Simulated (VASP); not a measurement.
# Ni (Im-3m) in VASP: further runs

The runs below take Ni through single point, with r2SCAN.

Everything below comes from runs of VASP 6.6.1. Logs are shortened: lines on timing, memory, paths and dates and some standing lists are left out, and cuts for length are marked.

## Step 1: The cell of the first run

The structure is cubic, space group Im-3m (No. 229). Conventional cell: a = 2.766 Å, b = 2.766 Å, c = 2.766 Å, α = 90.00°, β = 90.00°, γ = 90.00°. Ni (site symmetry m-3m) has 14 Ni at 2.40 to 2.77 Å within 3.2 Å.

This isn't the form of Ni at room conditions, which is fcc.

## Step 2: Single point, r2SCAN, collinear spin, ferromagnetic start

Contents of POSCAR:

```
Ni
1.0
   -1.3830381180      1.3830381180      1.3830381180
    1.3830381180     -1.3830381180      1.3830381180
    1.3830381180      1.3830381180     -1.3830381180
Ni
1
Direct
    0.0000000000      0.0000000000      0.0000000000
```

Contents of INCAR.step1:

```
SYSTEM = Ni
PREC = Accurate
ENCUT = 520
ISMEAR = 0
SIGMA = 0.1
LREAL = .FALSE.
LASPH = .TRUE.
NELM = 150
ISPIN = 2
MAGMOM = 0.76
LMAXMIX = 4
NBANDS = 15
GGA = PE
ALGO = Normal
EDIFF = 1E-4
LWAVE = .TRUE.
LCHARG = .FALSE.
```

Contents of INCAR.step2:

```
SYSTEM = Ni
PREC = Accurate
ENCUT = 520
EDIFF = 1E-6
ISMEAR = 0
SIGMA = 0.1
LREAL = .FALSE.
LASPH = .TRUE.
NELM = 150
ALGO = Normal
ISIF = 2
LWAVE = .FALSE.
LCHARG = .TRUE.
ISPIN = 2
MAGMOM = 0.76
LORBIT = 11
LMAXMIX = 4
METAGGA = R2SCAN
LMIXTAU = .TRUE.
LELF = .TRUE.
LVHAR = .TRUE.
NBANDS = 15
ISTART = 1
```

Contents of KPOINTS:

```
regular mesh
0
G
  22 22 22
  0 0 0
```

Potentials or basis: VASP PAW PBE potentials, release 64 (Ni).

Started as:

```bash
> cat potpaw_PBE.64/Ni/POTCAR > POTCAR
> cp INCAR.step1 INCAR
> mpirun -np 1 vasp_std > vasp.out
> cp INCAR.step2 INCAR
> mpirun -np 1 vasp_std > vasp.out
```

OUTCAR:

```text
SYSTEM = Ni
   PREC = Accurate
   ENCUT = 520
   EDIFF = 1E-6
   ISMEAR = 0
   LREAL = .FALSE.
   LASPH = .TRUE.
   NELM = 150
   ISIF = 2
   ISPIN = 2
   LORBIT = 11
   METAGGA = R2SCAN
   ISTART = 1

 ion  position               nearest neighbor table
   1  0.000  0.000  0.000-

  LATTYP: Found a body centered cubic cell.
 ALAT       =     2.7660762360

  Lattice vectors:

 A1 = (  -1.3830381180,   1.3830381180,   1.3830381180)
 A2 = (   1.3830381180,  -1.3830381180,   1.3830381180)
 A3 = (   1.3830381180,   1.3830381180,  -1.3830381180)

Analysis of symmetry for initial positions (statically):
=====================================================================
 Subroutine PRICEL returns:
 Original cell was already a primitive cell.

 Routine SETGRP: Setting up the symmetry group for a
 body centered cubic supercell.

 Subroutine GETGRP returns: Found 48 space group operations
 (whereof 48 operations were pure point group operations)
 out of a pool of 48 trial point group operations.

The static configuration has the point symmetry O_h .

Analysis of symmetry for dynamics (positions and initial velocities):
=====================================================================
 Subroutine PRICEL returns:
 Original cell was already a primitive cell.

 Routine SETGRP: Setting up the symmetry group for a
 body centered cubic supercell.

 Subroutine GETGRP returns: Found 48 space group operations
 (whereof 48 operations were pure point group operations)
 out of a pool of 48 trial point group operations.

The dynamic configuration has the point symmetry O_h .

Analysis of structural, dynamic, and magnetic symmetry:
=====================================================================
 Subroutine PRICEL returns:
 Original cell was already a primitive cell.

 Routine SETGRP: Setting up the symmetry group for a
 body centered cubic supercell.

 Subroutine GETGRP returns: Found 48 space group operations
 (whereof 48 operations were pure point group operations)
 out of a pool of 48 trial point group operations.

The overall configuration has the point symmetry O_h .

 Subroutine INISYM returns: Found 48 space group operations
 (whereof 48 operations are pure point group operations),
 and found     1 'primitive' translations

----------------------------------------------------------------------------------------

                                     Primitive cell

  volume of cell :      10.5819

  direct lattice vectors                    reciprocal lattice vectors
    -1.383038118  1.383038118  1.383038118     0.000000000  0.361522935  0.361522935
     1.383038118 -1.383038118  1.383038118     0.361522935  0.000000000  0.361522935
     1.383038118  1.383038118 -1.383038118     0.361522935  0.361522935  0.000000000

  length of vectors
     2.395492289  2.395492289  2.395492289     0.511270638  0.511270638  0.511270638

  position of ions in fractional coordinates (direct lattice)
     0.000000000  0.000000000  0.000000000

  ion indices of the primitive-cell ions
   primitive index   ion index
                 1           1

----------------------------------------------------------------------------------------

 KPOINTS: regular mesh

Automatic generation of k-mesh.
 Grid dimensions read from file:
 generate k-points for:   22   22   22

 Generating k-lattice:

  Cartesian coordinates                     Fractional coordinates (reciprocal lattice)
     0.000000000  0.016432861  0.016432861     0.045454545  0.000000000  0.000000000
     0.016432861  0.000000000  0.016432861     0.000000000  0.045454545  0.000000000
     0.016432861  0.016432861  0.000000000     0.000000000  0.000000000  0.045454545

  Length of vectors
     0.023239574  0.023239574  0.023239574

  Shift w.r.t. Gamma in fractional coordinates (k-lattice)
     0.000000000  0.000000000  0.000000000

 Subroutine IBZKPT returns following result:
 ===========================================

 Found    328 irreducible k-points:

 Following reciprocal coordinates:
            Coordinates               Weight
  0.000000  0.000000  0.000000      1.000000
  0.045455  0.000000  0.000000     12.000000
  0.090909  0.000000  0.000000     12.000000
  0.136364  0.000000  0.000000     12.000000
  0.181818  0.000000  0.000000     12.000000
  0.227273  0.000000  0.000000     12.000000
[... 16 lines left out ...]
  0.090909  0.090909  0.000000     24.000000
  0.136364  0.090909 -0.000000     48.000000
 [... further k-points ...]
   k-points           NKPTS =    328   k-points in BZ     NKDIM =    328   number of bands    NBANDS=     15
   number of dos      NEDOS =    301   number of ions     NIONS =      1
   total plane-waves  NPLWV =   5832
   dimension x,y,z NGX =    18 NGY =   18 NGZ =   18
   dimension x,y,z NGXF=    36 NGYF=   36 NGZF=   36
   ions per type =               1
   NGX,Y,Z   is equivalent  to a cutoff of  12.49, 12.49, 12.49 a.u.
   NGXF,Y,Z  is equivalent  to a cutoff of  24.98, 24.98, 24.98 a.u.
 SYSTEM =  Ni
   PREC   = accura    normal or accurate (medium, high low for compatibility)
   ISTART =      1    job   : 0-new  1-cont  2-samecut
   ICHARG =      0    charge: 1-file 2-atom 10-const
   ISPIN  =      2    spin polarized calculation?
   LNONCOLLINEAR =      F non collinear calculations
   LSORBIT =      F    spin-orbit coupling
   LASPH  =      T    aspherical Exc in radial PAW
   ENCUT  =  520.0 eV  38.22 Ry    6.18 a.u.   4.45  4.45  4.45*2*pi/ulx,y,z
   NELM   =    150;   NELMIN=  2; NELMDL=  0     # of ELM steps
   EDIFF  = 0.1E-05   stopping-criterion for ELM
   LREAL  =      F    real-space projection
[... 7 lines left out ...]
   TEBEG  =    0.0;   TEEND  =   0.0 temperature during run
   PSTRESS=    0.0 pullay stress
   NELECT =      10.0000    total number of electrons
   NUPDOWN=      -1.0000    fix difference up-down
   EMIN   =  10.00;   EMAX   =-10.00  energy-range for DOS
   EFERMI =   0.00;   METHOD = LEGACY
   ISMEAR =     0;   SIGMA  =   0.10  broadening in eV -4-tet -1-fermi 0-gaus
   EFERMI_NEDOS =   21; number of points for ismear=-14 and -15
   IALGO  =     38    algorithm
   IMIX   =      4    mixing-type and parameters
     AMIX     =   0.40;   BMIX     =  1.00
     AMIX_MAG =   1.60;   BMIX_MAG =  1.00
  volume/ion in A,a.u.               =      10.58        71.41
  Fermi-wavevector in a.u.,A,eV,Ry     =   1.606524  3.035891 35.115561  2.580921
  Thomas-Fermi vector in A             =   2.702698
   LORBIT       =     11    0 simple, 1 ext, 2 COOP (PROOUT), +10 PAW based schemes
   METAGGA = R2SCAN    functional components
   LHFCALC =     F    Hartree Fock is set to
   AEXX    =    0.0000 exact exchange contribution
   IVDW    =     0    specifies the selected vdW correction
   LEPSILON=     F    determine dielectric tensor
   LRPA    =     F    only Hartree local field effects (RPA)
 spin polarized calculation
 Gauss-broadening in eV      SIGMA  =   0.10
  energy-cutoff  :      520.00
  volume of cell :       10.58
 maximum number of plane-waves:       321
 NGX is ok and might be reduce to    18
   NGX =  9   NGY =  9   NGZ =  9

 number of electron      10.0000005 magnetization       0.6240038

 Free energy of the ion-electron system (eV)
  ---------------------------------------------------
  ext. energy  EPLUGINS =         0.00000000
  ---------------------------------------------------
  free energy    TOTEN  =       -11.83381640 eV

  energy without entropy =      -11.82756758  energy(sigma->0) =      -11.83069199

 E-fermi :   9.5061     XC(G=0): -14.5511

 val. band max:        9.5059474919   @ k =   0.2727   0.0455   0.0000
 cond. band min:       9.5068995756   @ k =  -0.4091  -0.4091   0.1818
 fundamental gap:      0.0009520837
 Fermi energy:         9.5061435862

 spin component 1

 k-point     1 :       0.0000    0.0000    0.0000
  band No.  band energies     occupation
      1       0.0969      1.00000
      2       6.8002      1.00000
      3       6.8004      1.00000
      4       6.8004      1.00000
      5       8.3672      1.00000
      6       8.3672      1.00000
      7      37.2834      0.00000
      8      37.2836      0.00000
      9      37.2836      0.00000
     10      42.5020      0.00000
     11      42.5020      0.00000
     12      44.0312      0.00000
     13      44.0315      0.00000
     14      44.0315      0.00000
     15      44.2241      0.00000
[... 397 lines left out ...]
 k-point    24 :       0.1364    0.0909   -0.0000
  band No.  band energies     occupation
      1       1.7357      1.00000
      2       6.5185      1.00000
      3       6.6342      1.00000
      4       7.5724      1.00000
      5       8.0982      1.00000
      6       8.4349      1.00000
      7      29.8278      0.00000
      8      31.7328      0.00000
      9      35.6242      0.00000
     10      37.2897      0.00000
     11      40.8177      0.00000
     12      42.0700      0.00000
     13      46.5051      0.00000
     14      47.1057      0.00000
     15      50.9808      0.00000

 [... further k-points ...]

 spin component 2

 k-point     1 :       0.0000    0.0000    0.0000
  band No.  band energies     occupation
      1      -0.0830      1.00000
      2       7.9396      1.00000
      3       7.9396      1.00000
      4       7.9398      1.00000
      5       8.9789      1.00000
      6       8.9790      1.00000
      7      37.2517      0.00000
      8      37.2517      0.00000
      9      37.2518      0.00000
     10      42.4916      0.00000
     11      42.4916      0.00000
     12      44.4090      0.00000
     13      44.4090      0.00000
     14      44.4090      0.00000
     15      44.5738      0.00000
[... 397 lines left out ...]
 k-point    24 :       0.1364    0.0909   -0.0000
  band No.  band energies     occupation
      1       1.5770      1.00000
      2       7.6044      1.00000
      3       7.6701      1.00000
      4       8.7398      1.00000
      5       8.7593      1.00000
      6       9.0609      1.00000
      7      29.9260      0.00000
      8      31.8441      0.00000
      9      35.8768      0.00000
     10      37.3382      0.00000
     11      40.9761      0.00000
     12      42.3008      0.00000
     13      46.7974      0.00000
     14      47.2619      0.00000
     15      51.7882      0.00000

 [... further k-points ...]
[... 5 lines left out ...]
  --------------------------------------------------------------------------------------
  -------------------------------------------------------------------------------------
  Total        0.0352961      0.0352961      0.0352961     -0.0000000     -0.0000000      0.0000000
  in kB        5.3441044      5.3441044      5.3441044     -0.0000000     -0.0000000      0.0000000
  external PRESSURE =       5.3441044 kB  Pullay stress =       0.0000000 kB

 VOLUME and BASIS-vectors are now :
 -----------------------------------------------------------------------------
  energy-cutoff  :      520.00
  volume of cell :       10.58
      direct lattice vectors                 reciprocal lattice vectors
    -1.383038118  1.383038118  1.383038118     0.000000000  0.361522935  0.361522935
     1.383038118 -1.383038118  1.383038118     0.361522935  0.000000000  0.361522935
     1.383038118  1.383038118 -1.383038118     0.361522935  0.361522935  0.000000000

 POSITION                                       TOTAL-FORCE (eV/Angst)
 -----------------------------------------------------------------------------------
      0.00000      0.00000      0.00000        -0.000000      0.000000     -0.000000
 -----------------------------------------------------------------------------------
    total drift:                                0.000000      0.000000      0.000000

  FREE ENERGIE OF THE ION-ELECTRON SYSTEM (eV)
  ---------------------------------------------------
  free  energy   TOTEN  =       -11.8338164043 eV

  energy  without entropy=      -11.8275675845  energy(sigma->0) =      -11.83069199

 total charge

# of ion       s       p       d       tot
------------------------------------------
    1        0.517   0.527   8.358   9.402

 magnetization (x)

# of ion       s       p       d       tot
------------------------------------------
    1       -0.008  -0.030   0.677   0.639
```

Run time: 3.5 min. Hardware: 1 thread of Intel Xeon Platinum 8488C (Sapphire Rapids), shared host; peak memory 0.19 GiB.

Results:

| Item | Value |
| --- | --- |
| Free energy | -11.8338 eV |
| Pressure | 0.5 GPa |
| Net moment | 0.62 μB per cell |
| Site moments | Ni +0.64 μB |
| Valence electrons inside the program's atomic spheres | Ni 9.40 |

Levels at points of the mesh, in eV from the Fermi level:
Spin up:
| k point | band 3 | band 4 | band 5 | band 6 | band 7 | band 8 |
| --- | --- | --- | --- | --- | --- | --- |
| (0.00, 0.00, 0.00) | -2.71 | -2.71 | -1.14 | -1.14 | 27.78 | 27.78 |
| (0.50, 0.00, 0.00) | -1.24 | -0.98 | -0.36 | 0.23 | 6.84 | 20.16 |
| (0.50, 0.50, 0.50) | -0.59 | -0.59 | -0.59 | 10.42 | 10.42 | 10.42 |
Spin down:
| k point | band 3 | band 4 | band 5 | band 6 | band 7 | band 8 |
| --- | --- | --- | --- | --- | --- | --- |
| (0.00, 0.00, 0.00) | -1.57 | -1.57 | -0.53 | -0.53 | 27.75 | 27.75 |
| (0.50, 0.00, 0.00) | -0.44 | -0.34 | 0.06 | 0.95 | 7.37 | 20.10 |
| (0.50, 0.50, 0.50) | 0.70 | 0.70 | 0.70 | 10.44 | 10.44 | 10.44 |

Caveat: the PAW data sets were made with another functional, which shifts forces and pressure a little.

(Part 1 of 3 ends here.)
